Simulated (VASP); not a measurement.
# PbS (Fm-3m) in VASP: settings compared

Aim: see how the results for PbS move with the level of theory and the settings. Levels: PBE, revPBE+D3(BJ), PBE+D3(BJ). Tasks: single point, relaxation of cell and atoms.

All numbers are computed with VASP 6.6.1; they aren't measurements. Logs are shortened: lines on timing, memory, paths and dates and some standing lists are left out, and cuts for length are marked.

**1. The cell of the first run**

The structure is cubic, space group Fm-3m (No. 225). Conventional cell: a = 6.008 Å, b = 6.008 Å, c = 6.008 Å, α = 90.00°, β = 90.00°, γ = 90.00°. Pb (site symmetry m-3m) has 6 S at 3.00 Å within 4.0 Å. S (site symmetry m-3m) has 6 Pb at 3.00 Å within 4.0 Å.

**2. Single point, PBE**

The input, INCAR:

```
SYSTEM = PbS
PREC = Accurate
ENCUT = 500
EDIFF = 1E-6
ISMEAR = 0
SIGMA = 0.01
LREAL = .False.
LASPH = .True.
NELM = 120
ALGO = Normal
ISIF = 2
LWAVE = .False.
LCHARG = .False.
GGA = PE
NBANDS = 17
GGA_COMPAT = .False.
```

The input, KPOINTS:

```
Automatic mesh
0
Gamma
  6 6 6
  0 0 0
```

The input, POSCAR:

```
PbS
1.0
    0.0000000000      3.0039504989      3.0039504989
    3.0039504989      0.0000000000      3.0039504989
    3.0039504989      3.0039504989      0.0000000000
Pb S
1 1
Direct
    0.0000000000      0.0000000000      0.0000000000
    0.5000000000      0.5000000000      0.5000000000
```

Potentials or basis: VASP PAW PBE potentials, release 64 (Pb_d, S).

Started as:

```
$ cat potpaw_PBE.64/Pb_d/POTCAR potpaw_PBE.64/S/POTCAR > POTCAR
$ mpirun -np 1 vasp_std > vasp.out
```

OUTCAR:

```text
SYSTEM = PbS
   PREC = Accurate
   ENCUT = 500
   EDIFF = 1E-6
   ISMEAR = 0
   LREAL = .False.
   LASPH = .True.
   NELM = 120
   ISIF = 2
   GGA = PE

 ion  position               nearest neighbor table
   1  0.000  0.000  0.000-   2 3.00   2 3.00   2 3.00   2 3.00   2 3.00   2 3.00
   2  0.500  0.500  0.500-   1 3.00   1 3.00   1 3.00   1 3.00   1 3.00   1 3.00

  LATTYP: Found a face centered cubic cell.
 ALAT       =     6.0079009978

  Lattice vectors:

 A1 = (   0.0000000000,   3.0039504989,   3.0039504989)
 A2 = (   3.0039504989,   0.0000000000,   3.0039504989)
 A3 = (   3.0039504989,   3.0039504989,   0.0000000000)

Analysis of symmetry for initial positions (statically):
=====================================================================
 Subroutine PRICEL returns:
 Original cell was already a primitive cell.

 Routine SETGRP: Setting up the symmetry group for a
 face centered cubic supercell.

 Subroutine GETGRP returns: Found 48 space group operations
 (whereof 48 operations were pure point group operations)
 out of a pool of 48 trial point group operations.

The static configuration has the point symmetry O_h .

Analysis of symmetry for dynamics (positions and initial velocities):
=====================================================================
 Subroutine PRICEL returns:
 Original cell was already a primitive cell.

 Routine SETGRP: Setting up the symmetry group for a
 face centered cubic supercell.

 Subroutine GETGRP returns: Found 48 space group operations
 (whereof 48 operations were pure point group operations)
 out of a pool of 48 trial point group operations.

The dynamic configuration has the point symmetry O_h .

 Subroutine INISYM returns: Found 48 space group operations
 (whereof 48 operations are pure point group operations),
 and found     1 'primitive' translations

----------------------------------------------------------------------------------------

                                     Primitive cell

  volume of cell :      54.2136

  direct lattice vectors                    reciprocal lattice vectors
     0.000000000  3.003950499  3.003950499    -0.166447483  0.166447483  0.166447483
     3.003950499  0.000000000  3.003950499     0.166447483 -0.166447483  0.166447483
     3.003950499  3.003950499  0.000000000     0.166447483  0.166447483 -0.166447483

  length of vectors
     4.248227536  4.248227536  4.248227536     0.288295498  0.288295498  0.288295498

  position of ions in fractional coordinates (direct lattice)
     0.000000000  0.000000000  0.000000000
     0.500000000  0.500000000  0.500000000

  ion indices of the primitive-cell ions
   primitive index   ion index
                 1           1
                 2           2

----------------------------------------------------------------------------------------

 KPOINTS: Automatic mesh

Automatic generation of k-mesh.
 Grid dimensions read from file:
 generate k-points for:    6    6    6

 Generating k-lattice:

  Cartesian coordinates                     Fractional coordinates (reciprocal lattice)
    -0.027741247  0.027741247  0.027741247     0.166666667  0.000000000  0.000000000
     0.027741247 -0.027741247  0.027741247     0.000000000  0.166666667  0.000000000
     0.027741247  0.027741247 -0.027741247     0.000000000  0.000000000  0.166666667

  Length of vectors
     0.048049250  0.048049250  0.048049250

  Shift w.r.t. Gamma in fractional coordinates (k-lattice)
     0.000000000  0.000000000  0.000000000

 Subroutine IBZKPT returns following result:
 ===========================================

 Found     16 irreducible k-points:

 Following reciprocal coordinates:
            Coordinates               Weight
  0.000000  0.000000  0.000000      1.000000
  0.166667  0.000000  0.000000      8.000000
  0.333333  0.000000  0.000000      8.000000
  0.500000  0.000000  0.000000      4.000000
  0.166667  0.166667  0.000000      6.000000
  0.333333  0.166667  0.000000     24.000000
[... 8 lines left out ...]
 -0.333333  0.333333  0.166667     24.000000
 -0.333333  0.500000  0.166667     12.000000
   k-points           NKPTS =     16   k-points in BZ     NKDIM =     16   number of bands    NBANDS=     17
   number of dos      NEDOS =    301   number of ions     NIONS =      2
   total plane-waves  NPLWV =  32768
   dimension x,y,z NGX =    32 NGY =   32 NGZ =   32
   dimension x,y,z NGXF=    64 NGYF=   64 NGZF=   64
   ions per type =               1   1
   NGX,Y,Z   is equivalent  to a cutoff of  12.52, 12.52, 12.52 a.u.
   NGXF,Y,Z  is equivalent  to a cutoff of  25.05, 25.05, 25.05 a.u.
 SYSTEM =  PbS
   PREC   = accura    normal or accurate (medium, high low for compatibility)
   ISTART =      0    job   : 0-new  1-cont  2-samecut
   ICHARG =      2    charge: 1-file 2-atom 10-const
   ISPIN  =      1    spin polarized calculation?
   LNONCOLLINEAR =      F non collinear calculations
   LSORBIT =      F    spin-orbit coupling
   LASPH  =      T    aspherical Exc in radial PAW
   ENCUT  =  500.0 eV  36.75 Ry    6.06 a.u.   7.75  7.75  7.75*2*pi/ulx,y,z
   NELM   =    120;   NELMIN=  2; NELMDL= -5     # of ELM steps
   EDIFF  = 0.1E-05   stopping-criterion for ELM
   LREAL  =      F    real-space projection
   EDIFFG = 0.1E-04   stopping-criterion for IOM
   NSW    =      0    number of steps for IOM
   IBRION =     -1    ionic relax: 0-MD 1-quasi-New 2-CG
   NFREE  =      0    steps in history (QN), initial steepest desc. (CG)
   ISIF   =      2    stress and relaxation
   ISYM   =      2    0-nonsym 1-usesym 2-fastsym
   POTIM  = 0.5000    time-step for ionic-motion
   TEBEG  =    0.0;   TEEND  =   0.0 temperature during run
   PSTRESS=    0.0 pullay stress
   NELECT =      20.0000    total number of electrons
   NUPDOWN=      -1.0000    fix difference up-down
   EMIN   =  10.00;   EMAX   =-10.00  energy-range for DOS
   EFERMI =   0.00;   METHOD = LEGACY
   ISMEAR =     0;   SIGMA  =   0.01  broadening in eV -4-tet -1-fermi 0-gaus
   EFERMI_NEDOS =   21; number of points for ismear=-14 and -15
   IALGO  =     38    algorithm
   IMIX   =      4    mixing-type and parameters
     AMIX     =   0.40;   BMIX     =  1.00
     AMIX_MAG =   1.60;   BMIX_MAG =  1.00
  volume/ion in A,a.u.               =      27.11       182.93
  Fermi-wavevector in a.u.,A,eV,Ry     =   1.174128  2.218780 18.756668  1.378576
  Thomas-Fermi vector in A             =   2.310530
   LORBIT       =      0    0 simple, 1 ext, 2 COOP (PROOUT), +10 PAW based schemes
   GGA     = PE    functional components
   LHFCALC =     F    Hartree Fock is set to
   AEXX    =    0.0000 exact exchange contribution
   IVDW    =     0    specifies the selected vdW correction
   LEPSILON=     F    determine dielectric tensor
   LRPA    =     F    only Hartree local field effects (RPA)
 non-spin polarized calculation
 Gauss-broadening in eV      SIGMA  =   0.01
  energy-cutoff  :      500.00
  volume of cell :       54.21
 maximum number of plane-waves:      1384
   NGX = 15   NGY = 15   NGZ = 15

 number of electron      20.0000003 magnetization

 Free energy of the ion-electron system (eV)
  ---------------------------------------------------
  ext. energy  EPLUGINS =         0.00000000
  ---------------------------------------------------
  free energy    TOTEN  =        -8.77112722 eV

  energy without entropy =       -8.77112722  energy(sigma->0) =       -8.77112722

 E-fermi :   5.3310     XC(G=0):  -9.5037

 val. band max:        5.2861101776   @ k =   0.5000   0.0000   0.0000
 cond. band min:       5.7847301035   @ k =   0.5000   0.0000   0.0000
 fundamental gap:      0.4986199259
 Fermi energy:         5.3309721116

 k-point     1 :       0.0000    0.0000    0.0000
  band No.  band energies     occupation
      1     -11.4400      2.00000
      2     -11.4400      2.00000
      3     -11.4400      2.00000
      4     -11.4227      2.00000
      5     -11.4227      2.00000
      6      -7.9340      2.00000
[... 9 lines left out ...]
     16      12.1521      0.00000
     17      14.0908      0.00000

 k-point     2 :       0.1667    0.0000    0.0000
  band No.  band energies     occupation
      1     -11.4388      2.00000
      2     -11.4368      2.00000
      3     -11.4368      2.00000
      4     -11.4224      2.00000
      5     -11.4224      2.00000
      6      -7.7150      2.00000
[... 9 lines left out ...]
     16      12.7367      0.00000
     17      15.7862      0.00000

 k-point     3 :       0.3333    0.0000    0.0000
  band No.  band energies     occupation
      1     -11.4460      2.00000
      2     -11.4460      2.00000
      3     -11.4370      2.00000
      4     -11.4063      2.00000
      5     -11.4063      2.00000
      6      -7.1651      2.00000
[... 9 lines left out ...]
     16      14.1199      0.00000
     17      17.3786      0.00000

 k-point     4 :       0.5000    0.0000    0.0000
  band No.  band energies     occupation
      1     -11.4520      2.00000
      2     -11.4520      2.00000
      3     -11.4364      2.00000
      4     -11.3968      2.00000
      5     -11.3968      2.00000
      6      -6.7863      2.00000
[... 9 lines left out ...]
     16      15.5091      0.00000
     17      15.7958      0.00000
[... 183 lines left out ...]
      1     -11.4867      2.00000
      2     -11.4404      2.00000
      3     -11.4276      2.00000
      4     -11.4035      2.00000
      5     -11.4017      2.00000
      6      -6.7486      2.00000
[... 9 lines left out ...]
     16      15.9286      0.00000
     17      16.2013      0.00000

 k-point    15 :      -0.3333    0.3333    0.1667
  band No.  band energies     occupation
      1     -11.4954      2.00000
      2     -11.4328      2.00000
      3     -11.4204      2.00000
      4     -11.4203      2.00000
      5     -11.3936      2.00000
      6      -6.4853      2.00000
[... 9 lines left out ...]
     16      16.7305      0.00000
     17      17.0342      0.00000

 k-point    16 :      -0.3333    0.5000    0.1667
  band No.  band energies     occupation
      1     -11.5224      2.00000
      2     -11.4437      2.00000
      3     -11.4144      2.00000
      4     -11.4067      2.00000
      5     -11.3875      2.00000
      6      -6.3877      2.00000
[... 9 lines left out ...]
     16      17.0545      0.00000
     17      17.6085      0.00000

------------------------ aborting loop because EDIFF is reached ----------------------------------------

  FORCE on cell =-STRESS in cart. coord.  units (eV):
  Direction    XX          YY          ZZ          XY          YZ          ZX
  --------------------------------------------------------------------------------------
  -------------------------------------------------------------------------------------
  Total       -0.0213426     -0.0213426     -0.0213426     -0.0000000      0.0000000      0.0000000
  in kB       -0.6307377     -0.6307377     -0.6307377     -0.0000000      0.0000000      0.0000000
  external PRESSURE =      -0.6307377 kB  Pullay stress =       0.0000000 kB

 VOLUME and BASIS-vectors are now :
 -----------------------------------------------------------------------------
  energy-cutoff  :      500.00
  volume of cell :       54.21
      direct lattice vectors                 reciprocal lattice vectors
     0.000000000  3.003950499  3.003950499    -0.166447483  0.166447483  0.166447483
     3.003950499  0.000000000  3.003950499     0.166447483 -0.166447483  0.166447483
     3.003950499  3.003950499  0.000000000     0.166447483  0.166447483 -0.166447483

 POSITION                                       TOTAL-FORCE (eV/Angst)
 -----------------------------------------------------------------------------------
      0.00000      0.00000      0.00000         0.000000     -0.000000     -0.000000
      3.00395      3.00395      3.00395        -0.000000      0.000000      0.000000
 -----------------------------------------------------------------------------------
    total drift:                                0.000000     -0.000000     -0.000000

  FREE ENERGIE OF THE ION-ELECTRON SYSTEM (eV)
  ---------------------------------------------------
  free  energy   TOTEN  =        -8.7711272171 eV

  energy  without entropy=       -8.7711272171  energy(sigma->0) =       -8.77112722
```

Run time: 13 s. Hardware: 1 thread of Intel Xeon Platinum 8488C (Sapphire Rapids), shared host; peak memory 0.17 GiB.

What came out:

```
Free energy            : -8.7711 eV
Pressure               : -0.1 GPa
Band gap on the k mesh : 0.50 eV
```

Caveat: spin-orbit coupling is left out, which moves the levels of the heavy elements.

**3. Relaxation of cell and atoms, PBE**

This run uses another cell than the first one, of 26.09 Å³/atom.

The input, INCAR:

```
  ALGO = Normal
  EDIFF = 1E-7
  EDIFFG = -0.03
  ENCUT = 500
  GGA = PE
  GGA_COMPAT = False
  IBRION = 2
  ISIF = 3
  ISMEAR = 0
  LASPH = True
  LCHARG = False
  LREAL = False
  LWAVE = False
  NELM = 120
  NELMIN = 4
  NSW = 80
  PREC = Accurate
  SIGMA = 0.01
```

The input, KPOINTS:

```
k-points
0
Gamma
  6 6 6
```

The input, POSCAR:

```
PbS
1.0
    0.0000000000      2.9657500000      2.9657500000
    2.9657500000      0.0000000000      2.9657500000
    2.9657500000      2.9657500000      0.0000000000
Pb S
1 1
Direct
    0.0000000000      0.0000000000      0.0000000000
    0.5000000000      0.5000000000      0.5000000000
```

Potentials or basis: VASP PAW PBE potentials, release 64 (Pb_d, S).

Started as:

```
$ cat potpaw_PBE.64/Pb_d/POTCAR potpaw_PBE.64/S/POTCAR > POTCAR
$ mpirun -np 1 vasp_std > vasp.out
```

Wall time 27 s (1 thread of Intel Xeon Platinum 8488C (Sapphire Rapids), shared host); peak memory 0.18 GiB.

Results (log left out):

```yaml
Free_energy: -8.7703 eV
Relaxed_volume: 27.07 Å³/atom
Relaxed_cell: a = 4.247 Å, b = 4.247 Å, c = 4.247 Å, α = 60.00°, β = 60.00°, γ = 60.00°
Space_group_after_relaxing_to_0.1_Å: Fm-3m (No. 225)
Energy_gained_by_relaxing: 6.4 meV/atom
Ionic_steps: 3
Pressure_after_relaxing: 0.0 GPa
Band_gap_on_the_k_mesh: 0.49 eV
```

Step by step:
```csv
step,energy change (eV),largest force (eV/Å),pressure (GPa),volume (Å³)
1,0.0000,0.0000,2.14,52.17
2,-0.0113,0.0000,-0.65,54.85
3,-0.0128,0.0000,0.01,54.15
```

Final structure:
```cif
data_structure
_symmetry_space_group_name_H-M 'P 1'
_symmetry_Int_Tables_number 1
_cell_length_a 4.2466
_cell_length_b 4.2466
_cell_length_c 4.2466
_cell_angle_alpha 60.000
_cell_angle_beta 60.000
_cell_angle_gamma 60.000
_cell_volume 54.15
loop_
_atom_site_label
_atom_site_type_symbol
_atom_site_fract_x
_atom_site_fract_y
_atom_site_fract_z
_atom_site_occupancy
Pb1 Pb 0.00000 0.00000 0.00000 1
S1 S 0.50000 0.50000 0.50000 1
```

Levels at points of the mesh, in eV from the valence-band top:
| k point | band 7 | band 8 | band 9 | band 10 | band 11 | band 12 | band 13 | band 14 |
| --- | --- | --- | --- | --- | --- | --- | --- | --- |
| (0.00, 0.00, 0.00) | -6.06 | -1.95 | -1.95 | -1.95 | 5.14 | 5.14 | 5.14 | 6.86 |
| (0.50, 0.00, 0.00) | -8.60 | -1.59 | -1.59 | 0.00 | 0.49 | 2.08 | 2.08 | 8.65 |
| (0.50, 0.50, 0.00) | -7.11 | -4.84 | -3.16 | -3.16 | 4.06 | 5.49 | 5.58 | 5.58 |

Caveat: spin-orbit coupling is left out, which moves the levels of the heavy elements.

(Part 1 of 2 ends here.)
